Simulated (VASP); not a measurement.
A run of VASP 6.6.1 is set up as follows.

The input INCAR:

```
ALGO = Normal
EDIFF = 1E-6
ENCUT = 520
GGA = PE
ISIF = 2
ISMEAR = 0
LASPH = T
LCHARG = T
LELF = T
LREAL = F
LVHAR = T
LWAVE = F
NBANDS = 21
NELM = 60
PREC = Accurate
SIGMA = 0.1
```

File KPOINTS:

```
k-points
0
Gamma
  4 4 4
```

File POSCAR:

```
MgCdTeS
1.0
    4.1913991500      0.0000000000      0.0000000000
    0.0000000000      4.1913991500      0.0000000000
    0.0000000000      0.0000000000      5.9138296900
Mg Cd Te S
1 1 1 1
Direct
    0.5000000000      0.5000000000      0.5000000000
    0.5000000000      0.5000000000      0.0000000000
    0.0000000000      0.0000000000      0.5000000000
    0.0000000000      0.0000000000      0.0000000000
```

Potentials or basis: VASP PAW PBE potentials, release 64 (Mg, Cd, Te, S).

Launch:

```sh
$ cat potpaw_PBE.64/Mg/POTCAR potpaw_PBE.64/Cd/POTCAR potpaw_PBE.64/Te/POTCAR potpaw_PBE.64/S/POTCAR > POTCAR
$ mpirun -np 1 vasp_std > vasp.out
```

Question: Estimate the band gap on the k mesh.

Answer: Zero (band 13 reaches 4.60 eV, above the bottom of band 14 at 2.31 eV).

Question: What does it give for the pressure?

Answer: -1.2 GPa.

Stress tensor (GPa, compression positive):
```
-1.11  0.00  0.00
 0.00 -1.11  0.00
 0.00  0.00 -1.33
```

Caveat: the k points lie up to 0.37 Å⁻¹ apart; spin-orbit coupling is left out, which moves the levels of the heavy elements.
